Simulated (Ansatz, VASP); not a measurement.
# BeCo in VASP and in Ansatz

The input INCAR:

```
SYSTEM = BeCo
ALGO = Normal
EDIFF = 1E-6
ENCUT = 520
GGA = PS
ISIF = 2
ISMEAR = -1
ISPIN = 2
LASPH = .True.
LCHARG = .False.
LMAXMIX = 4
LORBIT = 11
LREAL = .False.
LWAVE = .False.
MAGMOM = 0 3.2
NBANDS = 16
NELM = 150
PREC = Accurate
SIGMA = 0.1
```

The input KPOINTS:

```
k-points
0
Gamma
  11 11 11
  0 0 0
```

File POSCAR:

```
BeCo
1.0
    2.5707794663      0.0000000000      0.0000000000
    0.0000000000      2.5707794663      0.0000000000
    0.0000000000      0.0000000000      2.5707794663
Be Co
1 1
Direct
    0.0000000000      0.0000000000      0.0000000000
    0.5000000000      0.5000000000      0.5000000000
```

Input for Ansatz:

```yaml
crystal:
  lattice:
    - [2.5707794662820818, 0.0, 0.0]
    - [0.0, 2.5707794662820818, 0.0]
    - [0.0, 0.0, 2.5707794662820818]
  atoms:
    - { symbol: Be, position: [0.0, 0.0, 0.0] }
    - { symbol: Co, position: [0.5, 0.5, 0.5], spin: 3.2 }
kpoints:
  mp_grid:
    grid: [11, 11, 11]
hamiltonian:
  xc: pbesol
  pseudopotentials:
    kind: all_electron
    lapw:
      basis_error: 0.001
magnetization:
  spin_polarized: true
scf:
  occupations:
    method: fermi_dirac
    width: 0.1
```

Alike in both runs: task single point; functional PBEsol; k mesh 11 × 11 × 11; occupations fermi-dirac, width 0.1 eV; collinear spin.

|  | VASP | Ansatz |
| --- | --- | --- |
| version | VASP 6.6.1 | Ansatz 0.2.0 |
| potentials or method | VASP PAW PBE potentials, release 64 (Be, Co), cutoff 520 eV | all-electron (LAPW or listed datasets) |

Ansatz gave:

| Quantity | Value |
| --- | --- |
| net moment per atom (μB) | 0.17 |
| size of the moment on the site where the two differ most (μB) | 0.37 |

Question: Estimate VASP's values.

Answer: net moment per atom (μB): 0.17; size of the moment on the site where the two differ most (μB): 0.36.

VASP's potentials were made for PBE, not for PBEsol. Site moments also hang on the region over which each program counts them. Ansatz ran all-electron here, and VASP with PAW potentials. Ansatz's warnings: given moment on shells.
